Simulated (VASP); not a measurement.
# YPt2S4 (P-3m1) in VASP: further runs, part 2 of 2

VASP 6.6.1.

**4. Single point, PBE+D3(BJ), collinear spin**

This run uses another cell than the first one, of 18.51 Å³/atom.

INCAR reads:

```
ALGO = Normal
EDIFF = 1E-6
ENCUT = 520
GGA = PE
ISIF = 2
ISMEAR = 0
ISPIN = 2
IVDW = 12
LASPH = T
LCHARG = F
LMAXMIX = 4
LORBIT = 11
LREAL = F
LWAVE = F
MAGMOM = 0 1 1 0 0 0 0
NBANDS = 40
NELM = 150
PREC = Accurate
SIGMA = 0.1
```

KPOINTS reads:

```
k-points
0
Gamma
  6 6 2
```

POSCAR reads:

```
YPt2S4
1.0
    3.9347280595      0.0000000000      0.0000000000
   -1.9673640298      3.4075744565      0.0000000000
    0.0000000000      0.0000000000      9.6643579141
Y Pt S
1 2 4
Direct
    0.0000000000      0.0000000000      0.0000000000
    0.6666666667      0.3333333333      0.7327285942
    0.3333333333      0.6666666667      0.2672714058
    0.3333333333      0.6666666667      0.8452249718
    0.0000000000      0.0000000000      0.6054740659
    0.0000000000      0.0000000000      0.3945259341
    0.6666666667      0.3333333333      0.1547750282
```

Potentials or basis: VASP PAW PBE potentials, release 64 (Y_sv, Pt, S).

Started as:

```bash
cat potpaw_PBE.64/Y_sv/POTCAR potpaw_PBE.64/Pt/POTCAR potpaw_PBE.64/S/POTCAR > POTCAR
mpirun -np 1 vasp_std > vasp.out
```

OUTCAR:

```text
EDIFF = 1E-6
   ENCUT = 520
   GGA = PE
   ISIF = 2
   ISMEAR = 0
   ISPIN = 2
   IVDW = 12
   LASPH = T
   LORBIT = 11
   LREAL = F
   NELM = 150
   PREC = Accurate
 IVDW          = 12

 ion  position               nearest neighbor table
   1  0.000  0.000  0.000-   4 2.72   7 2.72   7 2.72   4 2.72   7 2.72   4 2.72   2 3.44   3 3.44
                             3 3.44   2 3.44   2 3.44   3 3.44
   2  0.667  0.333  0.733-   4 2.52   4 2.52   4 2.52   5 2.58   5 2.58   5 2.58   1 3.44   1 3.44
                             1 3.44
   3  0.333  0.667  0.267-   7 2.52   7 2.52   7 2.52   6 2.58   6 2.58   6 2.58   1 3.44   1 3.44
                             1 3.44
   4  0.333  0.667  0.845-   2 2.52   2 2.52   2 2.52   1 2.72   1 2.72   1 2.72
   5  0.000  0.000  0.605-   6 2.04   2 2.58   2 2.58   2 2.58
   6  0.000  0.000  0.395-   5 2.04   3 2.58   3 2.58   3 2.58
   7  0.667  0.333  0.155-   3 2.52   3 2.52   3 2.52   1 2.72   1 2.72   1 2.72

  LATTYP: Found a hexagonal cell.
 ALAT       =     3.9347280595
 C/A-ratio  =     2.4561692112

  Lattice vectors:

 A1 = (   3.9347280595,   0.0000000000,   0.0000000000)
 A2 = (  -1.9673640298,   3.4075744565,   0.0000000000)
 A3 = (   0.0000000000,   0.0000000000,   9.6643579141)

Analysis of symmetry for initial positions (statically):
=====================================================================
 Subroutine PRICEL returns:
 Original cell was already a primitive cell.

 Routine SETGRP: Setting up the symmetry group for a
 hexagonal supercell.

 Subroutine GETGRP returns: Found 12 space group operations
 (whereof 12 operations were pure point group operations)
 out of a pool of 24 trial point group operations.

The static configuration has the point symmetry D_3d.

Analysis of symmetry for dynamics (positions and initial velocities):
=====================================================================
 Subroutine PRICEL returns:
 Original cell was already a primitive cell.

 Routine SETGRP: Setting up the symmetry group for a
 hexagonal supercell.

 Subroutine GETGRP returns: Found 12 space group operations
 (whereof 12 operations were pure point group operations)
 out of a pool of 24 trial point group operations.

The dynamic configuration has the point symmetry D_3d.

Analysis of structural, dynamic, and magnetic symmetry:
=====================================================================
 Subroutine PRICEL returns:
 Original cell was already a primitive cell.

 Routine SETGRP: Setting up the symmetry group for a
 hexagonal supercell.

 Subroutine GETGRP returns: Found 12 space group operations
 (whereof 12 operations were pure point group operations)
 out of a pool of 24 trial point group operations.

The overall configuration has the point symmetry D_3d.

 Subroutine INISYM returns: Found 12 space group operations
 (whereof 12 operations are pure point group operations),
 and found     1 'primitive' translations

----------------------------------------------------------------------------------------

                                     Primitive cell

  volume of cell :     129.5785

  direct lattice vectors                    reciprocal lattice vectors
     3.934728059  0.000000000  0.000000000     0.254147170  0.146731937  0.000000000
    -1.967364030  3.407574456  0.000000000     0.000000000  0.293463874  0.000000000
     0.000000000  0.000000000  9.664357914     0.000000000  0.000000000  0.103472989

[... 99 lines left out ...]
   IALGO  =     38    algorithm
   IMIX   =      4    mixing-type and parameters
     AMIX     =   0.40;   BMIX     =  1.00
     AMIX_MAG =   1.60;   BMIX_MAG =  1.00
  volume/ion in A,a.u.               =      18.51       124.92
  Fermi-wavevector in a.u.,A,eV,Ry     =   1.230320  2.324967 20.594961  1.513687
  Thomas-Fermi vector in A             =   2.365173
   LORBIT       =     11    0 simple, 1 ext, 2 COOP (PROOUT), +10 PAW based schemes
   GGA     = PE    functional components
   LHFCALC =     F    Hartree Fock is set to
   AEXX    =    0.0000 exact exchange contribution
   IVDW    =    12    specifies the selected vdW correction
   LEPSILON=     F    determine dielectric tensor
   LRPA    =     F    only Hartree local field effects (RPA)
 spin polarized calculation
 Gauss-broadening in eV      SIGMA  =   0.10
  energy-cutoff  :      520.00
  volume of cell :      129.58
 maximum number of plane-waves:      3545
 NGX is ok and might be reduce to    30
   NGX = 15   NGY = 15   NGZ = 35

 number of electron      55.0000003 magnetization      -0.0092351

 number of electron      55.0000003 magnetization       0.0002239

 Free energy of the ion-electron system (eV)
  ---------------------------------------------------
  ext. energy  EPLUGINS =         0.00000000
  ---------------------------------------------------
  free energy    TOTEN  =       -38.79743428 eV

  energy without entropy =      -38.77434592  energy(sigma->0) =      -38.78589010

 E-fermi :   7.3781     XC(G=0): -10.8459

 val. band max:        7.3496018056   @ k =   0.3333   0.1667   0.0000
 cond. band min:       7.4183653575   @ k =   0.3333   0.3333   0.5000
 fundamental gap:      0.0687635519
 Fermi energy:         7.3780979035

 spin component 1

 k-point     1 :       0.0000    0.0000    0.0000
  band No.  band energies     occupation
      1     -35.8432      1.00000
      2     -16.0314      1.00000
      3     -15.7871      1.00000
      4     -15.7871      1.00000
      5      -8.9550      1.00000
      6      -7.2332      1.00000
[... 577 lines left out ...]
     38      14.0834      0.00000
     39      14.3657      0.00000
 Fermi energy:         7.3780979035

 spin component 2

 k-point     1 :       0.0000    0.0000    0.0000
  band No.  band energies     occupation
      1     -35.8432      1.00000
      2     -16.0314      1.00000
      3     -15.7871      1.00000
      4     -15.7871      1.00000
      5      -8.9550      1.00000
      6      -7.2332      1.00000
[... 577 lines left out ...]
     38      14.0840      0.00000
     39      14.3655      0.00000
 [bands above 39 left out]

------------------------ aborting loop because EDIFF is reached ----------------------------------------

 Edisp (eV)   -3.10133

 E8    (eV) :    -1.3106

  FORCE on cell =-STRESS in cart. coord.  units (eV):
  Direction    XX          YY          ZZ          XY          YZ          ZX
  --------------------------------------------------------------------------------------
  -------------------------------------------------------------------------------------
  Total      -0.00890    -0.00890    -0.38712     0.00000     0.00000    -0.00000
  in kB      -0.11000    -0.11000    -4.78651     0.00000     0.00000    -0.00000
  external pressure =       -1.67 kB  Pullay stress =        0.00 kB

 VOLUME and BASIS-vectors are now :
 -----------------------------------------------------------------------------
  energy-cutoff  :      520.00
  volume of cell :      129.58
      direct lattice vectors                 reciprocal lattice vectors
     3.934728059  0.000000000  0.000000000     0.254147170  0.146731937  0.000000000
    -1.967364030  3.407574456  0.000000000     0.000000000  0.293463874  0.000000000
     0.000000000  0.000000000  9.664357914     0.000000000  0.000000000  0.103472989

 POSITION                                       TOTAL-FORCE (eV/Angst)
 -----------------------------------------------------------------------------------
      0.00000      0.00000      0.00000         0.000000      0.000000     -0.000000
      1.96736      1.13586      7.08135        -0.000000     -0.000000      0.034824
     -0.00000      2.27172      2.58301        -0.000000      0.000000     -0.034824
     -0.00000      2.27172      8.16856        -0.000000      0.000000     -0.029350
      0.00000      0.00000      5.85152         0.000000      0.000000     -0.131232
      0.00000      0.00000      3.81284         0.000000     -0.000000      0.131232
      1.96736      1.13586      1.49580         0.000000      0.000000      0.029350
 -----------------------------------------------------------------------------------
    total drift:                                0.000000      0.000000      0.000000

  FREE ENERGIE OF THE ION-ELECTRON SYSTEM (eV)
  ---------------------------------------------------
  free  energy   TOTEN  =       -41.8987638237 eV

  energy  without entropy=      -41.8756754695  energy(sigma->0) =      -41.88721965

 total charge

# of ion       s       p       d       f       tot
--------------------------------------------------
    1        2.174   6.351   1.048   0.079   9.652
    2        0.548   0.464   8.196   0.000   9.207
    3        0.548   0.464   8.196   0.000   9.207
    4        1.334   2.371   0.000   0.000   3.706
    5        1.391   2.204   0.000   0.000   3.594
    6        1.391   2.204   0.000   0.000   3.594
    7        1.334   2.371   0.000   0.000   3.706
--------------------------------------------------
tot          8.720  16.428  17.439   0.079  42.667

 magnetization (x)

# of ion       s       p       d       f       tot
--------------------------------------------------
    1        0.000   0.000   0.000   0.000   0.000
    2        0.000   0.000   0.000   0.000   0.000
    3        0.000   0.000   0.000   0.000   0.000
    4       -0.000  -0.000   0.000   0.000  -0.000
    5        0.000   0.000   0.000   0.000   0.000
    6        0.000   0.000   0.000   0.000   0.000
    7       -0.000  -0.000   0.000   0.000  -0.000
--------------------------------------------------
tot          0.000   0.000   0.000   0.000   0.000
```

Wall time 86 s (1 thread of Intel Xeon 6975P-C (Granite Rapids), shared host); peak memory 0.37 GiB.

What came out:

| Quantity | Value |
| --- | --- |
| Free energy | -41.8988 eV |
| Pressure | -0.2 GPa |
| Largest force | 0.131 eV/Å |
| Net moment | 0.00 μB per cell |
| Valence electrons inside the program's atomic spheres | Y 9.65; Pt 9.21; S 3.71, 3.59 (each value once) |
| Dispersion energy per atom | -0.443 eV |

Forces in eV/Å, atoms in the order of the input:
```
Y    0.000  0.000  0.000
Pt   0.000  0.000  0.035
Pt   0.000  0.000 -0.035
S    0.000  0.000 -0.029
S    0.000  0.000 -0.131
S    0.000  0.000  0.131
S    0.000  0.000  0.029
```

Caveat: spin-orbit coupling is left out, which moves the levels of the heavy elements.

**5. Summary**

| task | spin | cell | k mesh | cutoff (eV) | gap on the mesh (eV) | pressure (GPa) | largest force (eV/Å) |
| --- | --- | --- | --- | --- | --- | --- | --- |
| relaxation of cell and atoms | off | relaxed from a = 3.612, b = 3.612, c = 12.484 Å, angles 90.0, 90.0, 120.0°, 7 atoms, atomic positions A | 6 × 6 × 2 | 600 | none | 0.0 | 0.03 |
| single point | off | a = 3.930, b = 3.930, c = 9.690 Å, angles 90.0, 90.0, 120.0°, 7 atoms, atomic positions B | 12 × 12 × 4 | 520 | none | -0.2 | 0.11 |
| single point | collinear | a = 3.935, b = 3.935, c = 9.664 Å, angles 90.0, 90.0, 120.0°, 7 atoms, atomic positions C | 6 × 6 × 2 | 520 | none | -0.2 | 0.13 |

Alike in all rows: level PBE+D3(BJ); potentials or basis VASP PAW PBE potentials, release 64 (Y_sv, Pt, S); smearing gaussian 0.1 eV.

Caveats: spin-orbit coupling is left out, which moves the levels of the heavy elements; an odd number of electrons without spin polarisation forces a metal (at least some runs); a magnetic or distorted state may lie lower (at least some runs); a cell axis changed by over 15 % at a fixed basis, so the end point is rough (at least some runs).

Total energies depend on the potentials used, so only differences within one code and one set of settings carry meaning.

The gap in the log of VASP goes by the Fermi energy; the results here count the filled bands.